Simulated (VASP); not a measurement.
# SnSe (Fm-3m) in VASP: further runs

Aim: see how the results for SnSe move with the level of theory and the settings. Levels: PBE+D3(BJ), r2SCAN. Tasks: relaxation of cell and atoms, single point.

Everything below comes from runs of VASP 6.6.1. Logs are shortened: lines on timing, memory, paths and dates and some standing lists are left out, and cuts for length are marked.

### 1 The cell of the first run

Symmetry: Fm-3m, No. 225, cubic system. The conventional cell has a = 5.977 Å, b = 5.977 Å, c = 5.977 Å, α = 90.00°, β = 90.00°, γ = 90.00°. Within 3.9 Å of Sn (site symmetry m-3m) lie 6 Se at 2.99 Å. Within 3.9 Å of Se (site symmetry m-3m) lie 6 Sn at 2.99 Å.

### 2 Relaxation of cell and atoms, PBE+D3(BJ), target pressure 25 GPa, at which the enthalpy is minimised

File INCAR:

```
PREC     = Accurate       # precision mode
ENCUT    = 600            # plane-wave cutoff, eV
EDIFF    = 1E-7           # SCF threshold, eV
ISMEAR   = 0              # smearing method
SIGMA    = 0.01           # smearing width, eV
LREAL    = False          # projectors in reciprocal space
LASPH    = True           # aspherical terms in the spheres
NELM     = 80             # most SCF steps
ALGO     = Normal         # electronic algorithm
ISIF     = 3              # what is computed and relaxed
LWAVE    = False          # write WAVECAR
LCHARG   = False          # write CHGCAR
GGA      = PE             # functional
IVDW     = 12             # dispersion correction
IBRION   = 2              # ionic algorithm
NSW      = 80             # ionic steps
EDIFFG   = -0.001         # ionic threshold
PSTRESS  = 250.0
```

File KPOINTS:

```
regular mesh
0
Gamma
  10 10 10
```

File POSCAR:

```
SnSe
1.0
    0.0000000000      2.9882564671      2.9882564671
    2.9882564671      0.0000000000      2.9882564671
    2.9882564671      2.9882564671      0.0000000000
Sn Se
1 1
Direct
    0.0000000000      0.0000000000      0.0000000000
    0.5000000000      0.5000000000      0.5000000000
```

Potentials or basis: VASP PAW PBE potentials, release 64 (Sn_d, Se).

Launch:

```sh
$ cat potpaw_PBE.64/Sn_d/POTCAR potpaw_PBE.64/Se/POTCAR > POTCAR
$ mpirun -np 1 vasp_std > vasp.out
```

OUTCAR:

```text
PREC = Accurate
   ENCUT = 600
   EDIFF = 1E-7
   ISMEAR = 0
   LREAL = False
   LASPH = True
   NELM = 80
   ISIF = 3
   GGA = PE
   IVDW = 12
   IBRION = 2
   NSW = 80
   EDIFFG = -0.001
   PSTRESS = 250.0
 IVDW          = 12

 ion  position               nearest neighbor table
   1  0.000  0.000  0.000-   2 2.99   2 2.99   2 2.99   2 2.99   2 2.99   2 2.99
   2  0.500  0.500  0.500-   1 2.99   1 2.99   1 2.99   1 2.99   1 2.99   1 2.99

  LATTYP: Found a face centered cubic cell.
 ALAT       =     5.9765129342

  Lattice vectors:

 A1 = (   0.0000000000,   2.9882564671,   2.9882564671)
 A2 = (   2.9882564671,   0.0000000000,   2.9882564671)
 A3 = (   2.9882564671,   2.9882564671,   0.0000000000)

Analysis of symmetry for initial positions (statically):
=====================================================================
 Subroutine PRICEL returns:
 Original cell was already a primitive cell.

 Routine SETGRP: Setting up the symmetry group for a
 face centered cubic supercell.

 Subroutine GETGRP returns: Found 48 space group operations
 (whereof 48 operations were pure point group operations)
 out of a pool of 48 trial point group operations.

The static configuration has the point symmetry O_h .

Analysis of symmetry for dynamics (positions and initial velocities):
=====================================================================
 Subroutine PRICEL returns:
 Original cell was already a primitive cell.

 Routine SETGRP: Setting up the symmetry group for a
 face centered cubic supercell.

 Subroutine GETGRP returns: Found 48 space group operations
 (whereof 48 operations were pure point group operations)
 out of a pool of 48 trial point group operations.

The dynamic configuration has the point symmetry O_h .

 Subroutine INISYM returns: Found 48 space group operations
 (whereof 48 operations are pure point group operations),
 and found     1 'primitive' translations

----------------------------------------------------------------------------------------

                                     Primitive cell

  volume of cell :      53.3683

  direct lattice vectors                    reciprocal lattice vectors
     0.000000000  2.988256467  2.988256467    -0.167321649  0.167321649  0.167321649
     2.988256467  0.000000000  2.988256467     0.167321649 -0.167321649  0.167321649
     2.988256467  2.988256467  0.000000000     0.167321649  0.167321649 -0.167321649

  length of vectors
     4.226032824  4.226032824  4.226032824     0.289809597  0.289809597  0.289809597

  position of ions in fractional coordinates (direct lattice)
     0.000000000  0.000000000  0.000000000
     0.500000000  0.500000000  0.500000000

  ion indices of the primitive-cell ions
   primitive index   ion index
                 1           1
                 2           2

----------------------------------------------------------------------------------------

 KPOINTS: regular mesh

Automatic generation of k-mesh.
 Grid dimensions read from file:
 generate k-points for:   10   10   10

 Generating k-lattice:

  Cartesian coordinates                     Fractional coordinates (reciprocal lattice)
    -0.016732165  0.016732165  0.016732165     0.100000000  0.000000000  0.000000000
     0.016732165 -0.016732165  0.016732165     0.000000000  0.100000000  0.000000000
     0.016732165  0.016732165 -0.016732165     0.000000000  0.000000000  0.100000000

  Length of vectors
     0.028980960  0.028980960  0.028980960

  Shift w.r.t. Gamma in fractional coordinates (k-lattice)
     0.000000000  0.000000000  0.000000000

 Subroutine IBZKPT returns following result:
 ===========================================

 Found     47 irreducible k-points:

 Following reciprocal coordinates:
            Coordinates               Weight
  0.000000  0.000000  0.000000      1.000000
  0.100000  0.000000  0.000000      8.000000
  0.200000  0.000000  0.000000      8.000000
  0.300000  0.000000  0.000000      8.000000
  0.400000  0.000000  0.000000      8.000000
  0.500000  0.000000  0.000000      4.000000
[... 16 lines left out ...]
  0.300000  0.300000  0.000000      6.000000
  0.400000  0.300000  0.000000     24.000000
 [... further k-points ...]
   k-points           NKPTS =     47   k-points in BZ     NKDIM =     47   number of bands    NBANDS=     14
   number of dos      NEDOS =    301   number of ions     NIONS =      2
   total plane-waves  NPLWV =  46656
   dimension x,y,z NGX =    36 NGY =   36 NGZ =   36
   dimension x,y,z NGXF=    72 NGYF=   72 NGZF=   72
   ions per type =               1   1
   NGX,Y,Z   is equivalent  to a cutoff of  14.16, 14.16, 14.16 a.u.
   NGXF,Y,Z  is equivalent  to a cutoff of  28.32, 28.32, 28.32 a.u.
 SYSTEM =  unknown system
   PREC   = accura    normal or accurate (medium, high low for compatibility)
   ISTART =      0    job   : 0-new  1-cont  2-samecut
   ICHARG =      2    charge: 1-file 2-atom 10-const
   ISPIN  =      1    spin polarized calculation?
   LNONCOLLINEAR =      F non collinear calculations
   LSORBIT =      F    spin-orbit coupling
   LASPH  =      T    aspherical Exc in radial PAW
   ENCUT  =  600.0 eV  44.10 Ry    6.64 a.u.   8.44  8.44  8.44*2*pi/ulx,y,z
   NELM   =     80;   NELMIN=  2; NELMDL= -5     # of ELM steps
   EDIFF  = 0.1E-06   stopping-criterion for ELM
   LREAL  =      F    real-space projection
   EDIFFG = -.1E-02   stopping-criterion for IOM
   NSW    =     80    number of steps for IOM
   IBRION =      2    ionic relax: 0-MD 1-quasi-New 2-CG
   NFREE  =      1    steps in history (QN), initial steepest desc. (CG)
   ISIF   =      3    stress and relaxation
   ISYM   =      2    0-nonsym 1-usesym 2-fastsym
   POTIM  = 0.5000    time-step for ionic-motion
   TEBEG  =    0.0;   TEEND  =   0.0 temperature during run
   PSTRESS=  250.0 pullay stress
   NELECT =      20.0000    total number of electrons
   NUPDOWN=      -1.0000    fix difference up-down
   EMIN   =  10.00;   EMAX   =-10.00  energy-range for DOS
   EFERMI =   0.00;   METHOD = LEGACY
   ISMEAR =     0;   SIGMA  =   0.01  broadening in eV -4-tet -1-fermi 0-gaus
   EFERMI_NEDOS =   21; number of points for ismear=-14 and -15
   IALGO  =     38    algorithm
   IMIX   =      4    mixing-type and parameters
     AMIX     =   0.40;   BMIX     =  1.00
     AMIX_MAG =   1.60;   BMIX_MAG =  1.00
  volume/ion in A,a.u.               =      26.68       180.07
  Fermi-wavevector in a.u.,A,eV,Ry     =   1.180294  2.230433 18.954202  1.393095
  Thomas-Fermi vector in A             =   2.316589
   LORBIT       =      0    0 simple, 1 ext, 2 COOP (PROOUT), +10 PAW based schemes
   GGA     = PE    functional components
   LHFCALC =     F    Hartree Fock is set to
   AEXX    =    0.0000 exact exchange contribution
   IVDW    =    12    specifies the selected vdW correction
   LEPSILON=     F    determine dielectric tensor
   LRPA    =     F    only Hartree local field effects (RPA)
 conjugate gradient relaxation of ions
 non-spin polarized calculation
 Gauss-broadening in eV      SIGMA  =   0.01
  energy-cutoff  :      600.00
  volume of cell :       53.37
 maximum number of plane-waves:      1807
 NGX is ok and might be reduce to    36
   NGX = 17   NGY = 17   NGZ = 17

--------------------------------------- Ionic step        1  -------------------------------------------

 number of electron      19.9999998 magnetization

 Free energy of the ion-electron system (eV)
  ---------------------------------------------------
  ext. energy  EPLUGINS =         0.00000000
  ---------------------------------------------------
  free energy    TOTEN  =        -8.20108707 eV

  energy without entropy =       -8.20108707  energy(sigma->0) =       -8.20108707

 E-fermi :   5.8973     XC(G=0):  -9.6967

 val. band max:        5.8149409759   @ k =   0.5000   0.0000   0.0000
 cond. band min:       6.3349879751   @ k =  -0.4000   0.1000   0.0000
 fundamental gap:      0.5200469992
 Fermi energy:         5.8972619995

 k-point     1 :       0.0000    0.0000    0.0000
  band No.  band energies     occupation
      1     -15.7673      2.00000
      2     -15.7673      2.00000
      3     -15.7673      2.00000
      4     -15.7659      2.00000
      5     -15.7659      2.00000
      6      -8.1804      2.00000
      7       0.8391      2.00000
      8       3.5825      2.00000
      9       3.5825      2.00000
     10       3.5825      2.00000
     11      10.2324      0.00000
     12      10.2324      0.00000
     13      10.2324      0.00000
     14      11.6720      0.00000
[... 1051 lines left out ...]
  FREE ENERGIE OF THE ION-ELECTRON SYSTEM (eV)
  ---------------------------------------------------
  free  energy   TOTEN  =        -8.1499350854 eV

  energy  without entropy=       -8.1499350854  energy(sigma->0) =       -8.14993509

  enthalpy is  TOTEN    =        -1.7643405922 eV   P V=        6.3855944932

--------------------------------------- Ionic step        7  -------------------------------------------

 number of electron      19.9999997 magnetization

 Free energy of the ion-electron system (eV)
  ---------------------------------------------------
  ext. energy  EPLUGINS =         0.00000000
  ---------------------------------------------------
  free energy    TOTEN  =        -7.20189433 eV

  energy without entropy =       -7.20189433  energy(sigma->0) =       -7.20189433

 E-fermi :   9.8682     XC(G=0): -10.9751

 val. band max:        9.8125938185   @ k =  -0.2000   0.2000   0.0000
 cond. band min:       9.9442956706   @ k =  -0.4000   0.1000   0.0000
 fundamental gap:      0.1317018521
 Fermi energy:         9.8681652128

 k-point     1 :       0.0000    0.0000    0.0000
  band No.  band energies     occupation
      1     -12.5046      2.00000
      2     -12.5046      2.00000
      3     -12.4880      2.00000
      4     -12.4880      2.00000
      5     -12.4880      2.00000
      6      -6.9724      2.00000
      7       5.4088      2.00000
      8       6.1542      2.00000
      9       6.1542      2.00000
     10       6.1542      2.00000
     11      14.7054      0.00000
     12      14.7130      0.00000
     13      14.7130      0.00000
     14      14.7130      0.00000
[... 417 lines left out ...]
 POSITION                                       TOTAL-FORCE (eV/Angst)
 -----------------------------------------------------------------------------------
      0.00000      0.00000      0.00000         0.000000      0.000000      0.000000
      2.73504      2.73504      2.73504        -0.000000     -0.000000     -0.000000
 -----------------------------------------------------------------------------------
    total drift:                               -0.000000      0.000000      0.000000

  FREE ENERGIE OF THE ION-ELECTRON SYSTEM (eV)
  ---------------------------------------------------
  free  energy   TOTEN  =        -8.1491676350 eV

  energy  without entropy=       -8.1491676350  energy(sigma->0) =       -8.14916763

  enthalpy is  TOTEN    =        -1.7643410053 eV   P V=        6.3848266297

 reached required accuracy - stopping structural energy minimisation
```

Wall time 7 min (1 thread of AMD EPYC 7R13, shared host); peak memory 0.22 GiB.

Results:

```yaml
Free_energy: -8.1492 eV
Relaxed_volume: 20.46 Å³/atom
Relaxed_cell: a = 3.868 Å, b = 3.868 Å, c = 3.868 Å, α = 60.00°, β = 60.00°, γ = 60.00°
Space_group_after_relaxing_to_0.05_Å: Fm-3m (No. 225)
Energy_change_on_relaxing_the_enthalpy_is_what_falls: +387.3 meV/atom
Ionic_steps: 7
Pressure_after_relaxing: 25.0 GPa
Band_gap_on_the_k_mesh: 0.13 eV, indirect (least direct gap 0.37 eV)
Dispersion_energy_per_atom: -0.474 eV
```

The path:
```tsv
step	energy change (eV)	largest force (eV/Å)	pressure (GPa)	volume (Å³)
1	0.0000	0.0000	0.04	53.37
2	6.8090	0.0000	151.59	27.27
3	0.5938	0.0000	20.78	42.19
4	0.7090	0.0000	23.49	41.35
5	0.7751	0.0000	25.01	40.91
6	0.7737	0.0000	24.98	40.92
7	0.7745	0.0000	25.00	40.92
```

Final structure:
```yaml
crystal:
  lattice:
    - [0.00000, 2.73504, 2.73504]
    - [2.73504, 0.00000, 2.73504]
    - [2.73504, 2.73504, 0.00000]
  atoms:
    - { symbol: Sn, position: [0.00000, 0.00000, 0.00000] }
    - { symbol: Se, position: [0.50000, 0.50000, 0.50000] }
```

Caveat: the cell is relaxed towards a set pressure, so the enthalpy falls and the energy may rise; the volume moved by over 15 % at a fixed basis, so the end points are rough; spin-orbit coupling is left out, which moves the levels of the heavy elements. A k mesh can miss the band edges.

(Part 1 of 2 ends here.)
